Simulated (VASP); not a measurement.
# Al3RuN: single point with PBE

Crystal: Al3RuN.

```
CELL_PARAMETERS angstrom
0.00002 -3.02692 0.00037
-6.07838 0.00004 0.00009
0.00010 0.00077 -6.61074
ATOMIC_POSITIONS crystal
Al 0.49999 0.02126 0.79530
Al 0.49997 0.47864 0.79534
Al 0.50004 0.97865 0.20466
Al 0.50005 0.52126 0.20470
Al 0.00017 0.24974 0.45701
Al 0.00003 0.74973 0.54300
Ru 0.00000 0.74999 0.97385
Ru 0.99999 0.25000 0.02614
N 0.49989 0.00036 0.49997
N 0.49987 0.50036 0.50003
```

```json
{
  "Program": "VASP 6.6.1",
  "Task": "single point",
  "Functional": "PBE",
  "Potentials or basis": "VASP PAW PBE potentials, release 64 (Al, Ru_pv, N)",
  "Cutoff": "520 eV",
  "k mesh": "8 × 4 × 4",
  "Occupations": "gaussian, width 0.2 eV",
  "Spin": "no spin polarisation"
}
```

```yaml
Pressure: -0.2 GPa
Largest_force: 0.019 eV/Å
Band_gap_on_the_k_mesh: zero (filled and empty bands overlap)
```

Forces on the atoms (eV/Å):
```
Al   0.006  0.000  0.018
Al  -0.007  0.000  0.018
Al  -0.007  0.000 -0.018
Al   0.006  0.000 -0.018
Al  -0.005  0.001  0.002
Al  -0.005  0.001 -0.002
Ru   0.000  0.000 -0.011
Ru   0.002  0.000  0.010
N    0.005 -0.001 -0.001
N    0.005 -0.001  0.000
```

Stress tensor (GPa, compression positive):
```
-0.22  0.00  0.01
 0.00 -0.16  0.04
 0.01  0.04 -0.29
```

Levels at points of the mesh, in eV from the Fermi level:
| k point | band 24 | band 25 | band 26 | band 27 | band 28 | band 29 | band 30 | band 31 | band 32 | band 33 |
| --- | --- | --- | --- | --- | --- | --- | --- | --- | --- | --- |
| (0.00, 0.00, 0.00) | -2.18 | -1.90 | -1.58 | -1.25 | -0.75 | 0.19 | 0.98 | 1.88 | 4.26 | 4.32 |
| (0.50, 0.00, 0.00) | -2.54 | -1.47 | -0.97 | -0.92 | 0.01 | 0.61 | 0.65 | 1.32 | 1.44 | 2.22 |
| (0.00, 0.50, 0.00) | -2.29 | -1.73 | -1.73 | -1.37 | -1.37 | 1.29 | 1.29 | 2.29 | 2.30 | 3.97 |
| (0.50, 0.50, 0.00) | -2.48 | -1.84 | -1.84 | -0.95 | -0.95 | 1.15 | 1.15 | 1.66 | 1.66 | 3.03 |
| (0.00, 0.00, 0.50) | -1.63 | -1.49 | -1.26 | -1.24 | -0.75 | 0.00 | 1.12 | 2.01 | 3.16 | 3.56 |
| (0.50, 0.00, 0.50) | -2.21 | -2.07 | -2.03 | -1.47 | -1.29 | 0.66 | 0.84 | 1.87 | 2.59 | 2.94 |
| (0.00, 0.50, 0.50) | -1.73 | -1.72 | -1.71 | -1.34 | -1.34 | 1.38 | 1.38 | 2.23 | 2.23 | 4.22 |
| (0.50, 0.50, 0.50) | -2.26 | -1.84 | -1.84 | -0.56 | -0.56 | 0.80 | 0.80 | 2.51 | 2.51 | 2.80 |

It took 5.8 min on 1 thread of Intel(R) Xeon(R) Platinum 8488C (Sapphire Rapids) (shared host), peak memory 0.4 GiB.
